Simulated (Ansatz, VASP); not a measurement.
C in VASP and in Ansatz

INCAR

```
SYSTEM = C
PREC = Accurate
ENCUT = 520
EDIFF = 1E-6
ISMEAR = 0
SIGMA = 0.1
LREAL = .FALSE.
LASPH = .TRUE.
NELM = 80
ALGO = Normal
ISIF = 2
LWAVE = .FALSE.
LCHARG = .FALSE.
LDIPOL = .TRUE.
IDIPOL = 3
DIPOL = 0.5 0.5 0.343
GGA = PE
IVDW = 12
NBANDS = 16
```

The input KPOINTS:

```
Automatic mesh
0
G
  15 15 1
  0 0 0
```

Contents of POSCAR:

```
C
1.0
    2.4656524409      0.0000000000      0.0000000000
   -1.2328262205      2.1353176508      0.0000000000
    0.0000000000      0.0000000000     17.5000663883
C
4
Direct
    0.6666666667      0.3333333333      0.2571437784
    0.3333333333      0.6666666667      0.2571418816
    1.0000000000      1.0000000000      0.4291450227
    0.6666666667      1.3333333333      0.4291431259
```

Input for Ansatz:

```yaml
crystal:
  lattice:
    - [2.4656524409, 0.0, 0.0]
    - [-1.2328262205, 2.1353176508, 0.0]
    - [0.0, 0.0, 17.5000663883]
  atoms:
    - { symbol: C, position: [0.6666666667, 0.3333333333, 0.2571437784] }
    - { symbol: C, position: [0.3333333333, 0.6666666667, 0.2571418816] }
    - { symbol: C, position: [1.0, 1.0, 0.4291450227] }
    - { symbol: C, position: [0.6666666667, 1.3333333333, 0.4291431259] }
basis:
  ecutwfc: 420
kpoints:
  mp_grid: { grid: [15, 15, 1] }
hamiltonian:
  xc: pbe
  pseudopotentials: { kind: paw, azcp: { folder: soft_1 } }
  dispersion: d3bj
scf:
  occupations: { method: gaussian, width: 0.1 }
output:
  forces: true
  eigenvalues: true
efield:
  axis: 3
  dipole_correction: true
  ramp_width: 0.04
```

Alike in both runs: task single point; functional PBE; dispersion D3(BJ); k mesh 15 × 15 × 1; occupations gaussian, width 0.1 eV; no spin polarisation.

```csv
,VASP,Ansatz
version,VASP 6.6.1,Ansatz 0.2.0
potentials or method,"VASP PAW PBE potentials, release 64 (C), cutoff 520 eV","scalar-relativistic, plane waves, PAW"
valence electrons in the cell,16,16
```

|  | VASP | Ansatz | Ansatz less VASP |
| --- | --- | --- | --- |
| gap on the k mesh at the Fermi level (eV) | none | none | - |
| rms of the force components (eV/Å) | 0.076 | 0.076 | 0.0000 |

Atom by atom the forces differ by 0.000 eV/Å (rms over components). A gap of «none» marks a metal or a gap that the smearing closes.
